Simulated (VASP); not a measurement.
# GaN (P6_3mc) in VASP: settings compared, part 2 of 2

VASP 6.6.1. The steps go on from the part before.

## 5. Single point, BLYP+D3(BJ) (volume scaled by 0.96)

INCAR reads:

```
AGGAC = 1.0 ; AGGAX = 1.0
ALDAC = 0.0 ; ALDAX = 1.0
ALGO = Normal ; EDIFF = 1E-6
ENCUT = 520 ; GGA = B5
ISIF = 2 ; ISMEAR = 0
IVDW = 12 ; LASPH = T
LCHARG = F ; LREAL = F
LWAVE = F ; NBANDS = 26
NELM = 60 ; PREC = Accurate
SIGMA = 0.05 ; VDW_A1 = 0.4298
VDW_A2 = 4.2359 ; VDW_S6 = 1.0
VDW_S8 = 2.6996
```

KPOINTS reads:

```
k-points
0
Gamma
  8 8 6
```

POSCAR reads:

```
GaN
1.0
    3.1579474903      0.0000000001      0.0000000000
   -1.5789737452      2.7348627504      0.0000000000
    0.0000000000      0.0000000000      5.1551547494
Ga N
2 2
Direct
    0.3333333333      0.6666666667     -0.0005699040
    0.6666666667      0.3333333333      0.4994300960
    0.3333333333      0.6666666667      0.3755699040
    0.6666666667      0.3333333333      0.8755699040
```

Potentials or basis: VASP PAW PBE potentials, release 64 (Ga_d, N).

Command:

```
$ cat potpaw_PBE.64/Ga_d/POTCAR potpaw_PBE.64/N/POTCAR > POTCAR
$ mpirun -np 1 vasp_std > vasp.out
```

OUTCAR:

```text
EDIFF = 1E-6
   ENCUT = 520
   GGA = B5
   ISIF = 2
   ISMEAR = 0
   IVDW = 12
   LASPH = T
   LREAL = F
   NELM = 60
   PREC = Accurate
 IVDW          = 12

 ion  position               nearest neighbor table
   1  0.333  0.667  0.999-   4 1.93   4 1.93   4 1.93   3 1.94
   2  0.667  0.333  0.499-   3 1.93   3 1.93   3 1.93   4 1.94
   3  0.333  0.667  0.376-   2 1.93   2 1.93   2 1.93   1 1.94
   4  0.667  0.333  0.876-   1 1.93   1 1.93   1 1.93   2 1.94
[... 898 lines left out ...]

 Edisp (eV)   -2.30004

 E8    (eV) :    -1.6321

  FORCE on cell =-STRESS in cart. coord.  units (eV):
  Direction    XX          YY          ZZ          XY          YZ          ZX
  --------------------------------------------------------------------------------------
  -------------------------------------------------------------------------------------
  Total       2.63246     2.63246     2.60294     0.00000     0.00000     0.00000
  in kB      94.73066    94.73066    93.66828     0.00000     0.00000     0.00000
  external pressure =       94.38 kB  Pullay stress =        0.00 kB

 VOLUME and BASIS-vectors are now :
 -----------------------------------------------------------------------------
  energy-cutoff  :      520.00
  volume of cell :       44.52
      direct lattice vectors                 reciprocal lattice vectors
     3.157947490  0.000000000  0.000000000     0.316661377  0.182824531  0.000000000
    -1.578973745  2.734862750  0.000000000    -0.000000000  0.365649062  0.000000000
     0.000000000  0.000000000  5.155154749     0.000000000  0.000000000  0.193980598

 POSITION                                       TOTAL-FORCE (eV/Angst)
 -----------------------------------------------------------------------------------
     -0.00000      1.82324      5.15222         0.000000     -0.000000      0.010591
      1.57897      0.91162      2.57464        -0.000000     -0.000000      0.010591
     -0.00000      1.82324      1.93612        -0.000000      0.000000     -0.010591
      1.57897      0.91162      4.51370        -0.000000     -0.000000     -0.010591
 -----------------------------------------------------------------------------------
    total drift:                               -0.000001     -0.000001     -0.000047

  FREE ENERGIE OF THE ION-ELECTRON SYSTEM (eV)
  ---------------------------------------------------
  free  energy   TOTEN  =       -24.1151164835 eV

  energy  without entropy=      -24.1151164835  energy(sigma->0) =      -24.11511648
```

OSZICAR:

```text
N       E                     dE             d eps       ncg     rms          rms(c)
DAV:   1     0.287451245358E+03    0.28745E+03   -0.17691E+04  2290   0.262E+03
DAV:   2     0.106858961606E+02   -0.27677E+03   -0.26161E+03  2248   0.493E+02
DAV:   3    -0.255600912641E+02   -0.36246E+02   -0.35758E+02  2430   0.145E+02
DAV:   4    -0.267789881432E+02   -0.12189E+01   -0.12132E+01  2484   0.287E+01
DAV:   5    -0.268043563126E+02   -0.25368E-01   -0.25343E-01  2516   0.404E+00    0.122E+01
DAV:   6    -0.217167906252E+02    0.50876E+01   -0.12488E+01  3438   0.554E+01    0.301E+00
DAV:   7    -0.218419049989E+02   -0.12511E+00   -0.17674E+00  2218   0.104E+01    0.278E+00
DAV:   8    -0.218241626743E+02    0.17742E-01   -0.13578E-01  3458   0.488E+00    0.567E-01
DAV:   9    -0.218147885862E+02    0.93741E-02   -0.38536E-02  3308   0.324E+00    0.355E-01
DAV:  10    -0.218151282087E+02   -0.33962E-03   -0.34553E-03  2200   0.378E-01    0.454E-02
DAV:  11    -0.218150736120E+02    0.54597E-04   -0.33296E-04  3354   0.314E-01    0.261E-02
DAV:  12    -0.218150730578E+02    0.55427E-06   -0.38621E-05  2496   0.522E-02    0.512E-03
DAV:  13    -0.218150735512E+02   -0.49349E-06   -0.47407E-06  2446   0.217E-02
   1 F= -.24115116E+02 E0= -.24115116E+02  d E =-.557723E-19
```

Wall time 23 s (1 thread of Intel Xeon 6975P-C (Granite Rapids), shared host); peak memory 0.19 GiB.

What came out:

* Free energy: -24.1151 eV
* Pressure: 9.4 GPa
* Largest force: 0.011 eV/Å
* Band gap on the k mesh: 2.16 eV, direct
* Dispersion energy per atom: -0.575 eV

Forces on the atoms (eV/Å):
```
Ga   0.000  0.000  0.011
Ga   0.000  0.000  0.011
N    0.000  0.000 -0.011
N    0.000  0.000 -0.011
```

Levels at points of the mesh, in eV from the valence-band top:
```
           k point  band 15  band 16  band 17  band 18  band 19  band 20  band 21  band 22
(0.00, 0.00, 0.00)    -1.05    -0.06     0.00     0.00     2.16     4.48     9.42    10.08
(0.50, 0.00, 0.00)    -4.26    -2.79    -2.22    -1.02     5.31     5.77     6.23     8.74
(0.00, 0.00, 0.50)    -0.54    -0.54    -0.54    -0.54     4.46     4.46     8.68     8.68
(0.50, 0.00, 0.50)    -1.98    -1.98    -1.94    -1.94     4.63     4.63     7.94     7.94
```

Caveat: the PAW data sets were made with another functional, which shifts forces and pressure a little.

## 6. Summary

```tsv
task	level	cell	cutoff (eV)	gap on the mesh (eV)	pressure (GPa)	largest force (eV/Å)
relaxation of shape and atoms at fixed volume	revPBE+D3(BJ)	relaxed from a = 3.214, b = 3.214, c = 5.236 Å, angles 90.0, 90.0, 120.0°, 4 atoms	600	1.78	-3.6	0.01
single point	RPBE+D4	a = 3.127, b = 3.127, c = 5.099 Å, angles 90.0, 90.0, 120.0°, 4 atoms	520	2.34	7.8	0.01
single point	RPBE+D4	a = 3.149, b = 3.149, c = 5.133 Å, angles 90.0, 90.0, 120.0°, 4 atoms	520	2.21	3.6	0.01
single point	BLYP+D3(BJ)	a = 3.158, b = 3.158, c = 5.155 Å, angles 90.0, 90.0, 120.0°, 4 atoms	520	2.16	9.4	0.01
```

Alike in all rows: potentials or basis VASP PAW PBE potentials, release 64 (Ga_d, N); no spin polarisation; k mesh 8 × 8 × 6; smearing gaussian 0.05 eV.

Caveats: the PAW data sets were made with another functional, which shifts forces and pressure a little.

Absolute energies hang on the potentials; compare differences alone.
